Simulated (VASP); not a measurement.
# Ir (P6_3/mmc) in VASP: single point with PBEsol

Aim: the single point of Ir with PBEsol.

Everything below comes from runs of VASP 6.6.1. Logs are shortened: lines on timing, memory, paths and dates and some standing lists are left out, and cuts for length are marked.

**1. The cell of the first run**

Symmetry: P6_3/mmc, No. 194, hexagonal system. The conventional cell has a = 2.674 Å, b = 2.674 Å, c = 8.736 Å, α = 90.00°, β = 90.00°, γ = 120.00°. Ir (site symmetry -3m) has 12 Ir at 2.67 Å within 3.5 Å. Within 3.5 Å of Ir (site symmetry -6m2) lie 12 Ir at 2.67 Å.

This isn't the form of Ir at room conditions, which is fcc.

**2. Single point, PBEsol (13.53 Å³/atom)**

Contents of INCAR:

```
SYSTEM = Ir
PREC     = Accurate       ! precision mode
ENCUT    = 560            ! plane-wave cutoff, eV
EDIFF    = 1E-6           ! SCF threshold, eV
ISMEAR   = -1             ! smearing method
SIGMA    = 0.1            ! smearing width, eV
LREAL    = .FALSE.        ! projectors in reciprocal space
LASPH    = .TRUE.         ! aspherical terms in the spheres
NELM     = 120            ! most SCF steps
ALGO     = Normal         ! electronic algorithm
ISIF     = 2              ! what is computed and relaxed
LWAVE    = .FALSE.        ! write WAVECAR
LCHARG   = .FALSE.        ! write CHGCAR
GGA      = PS             ! functional
NBANDS   = 42             ! bands
GGA_COMPAT= .FALSE.
```

Contents of KPOINTS:

```
regular mesh
0
G
  15 15 4
  0 0 0
```

Contents of POSCAR:

```
Ir
1.0
    2.6741964211      0.0000000000      0.0000000000
   -1.3370982105      2.3159220353      0.0000000000
    0.0000000000      0.0000000000      8.7359497938
Ir
4
Direct
    0.0000000000      0.0000000000      0.0000000000
    0.0000000000      0.0000000000      0.5000000000
    0.3333333333      0.6666666667      0.2500000000
    0.6666666667      0.3333333333      0.7500000000
```

Potentials or basis: VASP PAW PBE potentials, release 64 (Ir_sv_GW).

Started as:

```sh
cat potpaw_PBE.64/Ir_sv_GW/POTCAR > POTCAR
mpirun -np 1 vasp_std > vasp.out
```

OUTCAR:

```text
SYSTEM = Ir
   PREC = Accurate
   ENCUT = 560
   EDIFF = 1E-6
   ISMEAR = -1
   LREAL = .FALSE.
   LASPH = .TRUE.
   NELM = 120
   ISIF = 2
   GGA = PS

 ion  position               nearest neighbor table
   1  0.000  0.000  0.000-   3 2.67   4 2.67   3 2.67   4 2.67   4 2.67   3 2.67
   2  0.000  0.000  0.500-   3 2.67   4 2.67   3 2.67   4 2.67   4 2.67   3 2.67
   3  0.333  0.667  0.250-   1 2.67   2 2.67   1 2.67   2 2.67   1 2.67   2 2.67
   4  0.667  0.333  0.750-   1 2.67   2 2.67   1 2.67   2 2.67   1 2.67   2 2.67

  LATTYP: Found a hexagonal cell.
 ALAT       =     2.6741964211
 C/A-ratio  =     3.2667569685

  Lattice vectors:

 A1 = (   2.6741964211,   0.0000000000,   0.0000000000)
 A2 = (  -1.3370982105,   2.3159220353,   0.0000000000)
 A3 = (   0.0000000000,   0.0000000000,   8.7359497938)

Analysis of symmetry for initial positions (statically):
=====================================================================
 Subroutine PRICEL returns:
 Original cell was already a primitive cell.

 Routine SETGRP: Setting up the symmetry group for a
 hexagonal supercell.

 Subroutine GETGRP returns: Found 24 space group operations
 (whereof 12 operations were pure point group operations)
 out of a pool of 24 trial point group operations.

The static configuration has the point symmetry D_3d.
 The point group associated with its full space group is D_6h.

Analysis of symmetry for dynamics (positions and initial velocities):
=====================================================================
 Subroutine PRICEL returns:
 Original cell was already a primitive cell.

 Routine SETGRP: Setting up the symmetry group for a
 hexagonal supercell.

 Subroutine GETGRP returns: Found 24 space group operations
 (whereof 12 operations were pure point group operations)
 out of a pool of 24 trial point group operations.

The dynamic configuration has the point symmetry D_3d.
 The point group associated with its full space group is D_6h.

 Subroutine INISYM returns: Found 24 space group operations
 (whereof 12 operations are pure point group operations),
 and found     1 'primitive' translations

----------------------------------------------------------------------------------------

                                     Primitive cell

  volume of cell :      54.1037

  direct lattice vectors                    reciprocal lattice vectors
     2.674196421  0.000000000  0.000000000     0.373944110  0.215896732  0.000000000
    -1.337098210  2.315922035  0.000000000     0.000000000  0.431793465  0.000000000
[... 90 lines left out ...]
   LREAL  =      F    real-space projection
   EDIFFG = 0.1E-04   stopping-criterion for IOM
   NSW    =      0    number of steps for IOM
   IBRION =     -1    ionic relax: 0-MD 1-quasi-New 2-CG
   NFREE  =      0    steps in history (QN), initial steepest desc. (CG)
   ISIF   =      2    stress and relaxation
   ISYM   =      2    0-nonsym 1-usesym 2-fastsym
   POTIM  = 0.5000    time-step for ionic-motion
   TEBEG  =    0.0;   TEEND  =   0.0 temperature during run
   PSTRESS=    0.0 pullay stress
   NELECT =      68.0000    total number of electrons
   NUPDOWN=      -1.0000    fix difference up-down
   EMIN   =  10.00;   EMAX   =-10.00  energy-range for DOS
   EFERMI =   0.00;   METHOD = LEGACY
   ISMEAR =    -1;   SIGMA  =   0.10  broadening in eV -4-tet -1-fermi 0-gaus
   EFERMI_NEDOS =   21; number of points for ismear=-14 and -15
   IALGO  =     38    algorithm
   IMIX   =      4    mixing-type and parameters
     AMIX     =   0.40;   BMIX     =  1.00
     AMIX_MAG =   1.60;   BMIX_MAG =  1.00
  volume/ion in A,a.u.               =      13.53        91.28
  Fermi-wavevector in a.u.,A,eV,Ry     =   1.766724  3.338624 42.468045  3.121313
  Thomas-Fermi vector in A             =   2.834251
   LORBIT       =      0    0 simple, 1 ext, 2 COOP (PROOUT), +10 PAW based schemes
   GGA     = PS    functional components
   LHFCALC =     F    Hartree Fock is set to
   AEXX    =    0.0000 exact exchange contribution
   IVDW    =     0    specifies the selected vdW correction
   LEPSILON=     F    determine dielectric tensor
   LRPA    =     F    only Hartree local field effects (RPA)
 non-spin polarized calculation
  energy-cutoff  :      560.00
  volume of cell :       54.10
 maximum number of plane-waves:      1642
 NGX is ok and might be reduce to    24
   NGX = 11   NGY = 11   NGZ = 33

 number of electron      68.0000001 magnetization

 Free energy of the ion-electron system (eV)
  ---------------------------------------------------
  ext. energy  EPLUGINS =         0.00000000
  ---------------------------------------------------
  free energy    TOTEN  =       -41.41437542 eV

  energy without entropy =      -41.30001821  energy(sigma->0) =      -41.35719682

 E-fermi :  13.6551     XC(G=0): -14.9974

 val. band max:       13.6531997187   @ k =   0.3333   0.3333   0.0000
 cond. band min:      13.6611456786   @ k =   0.1333   0.1333   0.0000
 fundamental gap:      0.0079459599
 Fermi energy:        13.6550661249

 k-point     1 :       0.0000    0.0000    0.0000
  band No.  band energies     occupation
      1     -79.5246      2.00000
      2     -79.4930      2.00000
      3     -79.4734      2.00000
      4     -79.4414      2.00000
      5     -36.7825      2.00000
      6     -36.3336      2.00000
[... 1069 lines left out ...]
     41      20.9724      0.00000
     42      21.7283      0.00000

 [... further k-points ...]

------------------------ aborting loop because EDIFF is reached ----------------------------------------

  FORCE on cell =-STRESS in cart. coord.  units (eV):
  Direction    XX          YY          ZZ          XY          YZ          ZX
  --------------------------------------------------------------------------------------
  -------------------------------------------------------------------------------------
  Total        5.1001230      5.1001230      5.1628625      0.0000000      0.0000000     -0.0000000
  in kB      151.0302247    151.0302247    152.8881317      0.0000000      0.0000000     -0.0000000
  external PRESSURE =     151.6495271 kB  Pullay stress =       0.0000000 kB

 VOLUME and BASIS-vectors are now :
 -----------------------------------------------------------------------------
  energy-cutoff  :      560.00
  volume of cell :       54.10
      direct lattice vectors                 reciprocal lattice vectors
     2.674196421  0.000000000  0.000000000     0.373944110  0.215896732  0.000000000
    -1.337098210  2.315922035  0.000000000     0.000000000  0.431793465  0.000000000
     0.000000000  0.000000000  8.735949794     0.000000000  0.000000000  0.114469522

 POSITION                                       TOTAL-FORCE (eV/Angst)
 -----------------------------------------------------------------------------------
      0.00000      0.00000      0.00000        -0.000000      0.000000     -0.000000
      0.00000      0.00000      4.36797        -0.000000      0.000000     -0.000000
     -0.00000      1.54395      2.18399         0.000000      0.000000      0.000000
      1.33710      0.77197      6.55196         0.000000     -0.000000      0.000000
 -----------------------------------------------------------------------------------
    total drift:                               -0.000000      0.000000     -0.000000

  FREE ENERGIE OF THE ION-ELECTRON SYSTEM (eV)
  ---------------------------------------------------
  free  energy   TOTEN  =       -41.4143754221 eV

  energy  without entropy=      -41.3000182142  energy(sigma->0) =      -41.35719682
```

stdout:

```text
POSCAR found type information on POSCAR Ir
 POSCAR found :  1 types and       4 ions
 scaLAPACK will be used
 -----------------------------------------------------------------------------
|                                                                             |
|                                                                             |
|     You enforced a specific xc type in the INCAR file but a different       |
|     I HOPE YOU KNOW WHAT YOU ARE DOING!                                     |
|                                                                             |
 -----------------------------------------------------------------------------

 LDA part: xc-table for (Slater+PW92), standard interpolation
 POSCAR, INCAR and KPOINTS ok, starting setup
 FFT: planning ... GRIDC
 FFT: planning ... GRID_SOFT
 FFT: planning ... GRID
 WAVECAR not read
 entering main loop
```

Wall time 2.9 min (1 thread of Intel Xeon Platinum 8259CL at 2.50GHz (Skylake/Cascade Lake), shared host); peak memory 0.3 GiB.

Results:

```
Free energy            : -41.4144 eV
Pressure               : 15.2 GPa
Band gap on the k mesh : zero (bands 34 and 35 overlap by 2.75 eV)
```

Stress tensor (GPa, compression positive):
```
15.10  0.00  0.00
 0.00 15.10  0.00
 0.00  0.00 15.29
```

Caveat: the cell stands under pressure; the PAW data sets were made with another functional, which shifts forces and pressure a little; spin-orbit coupling is left out, which moves the levels of the heavy elements.
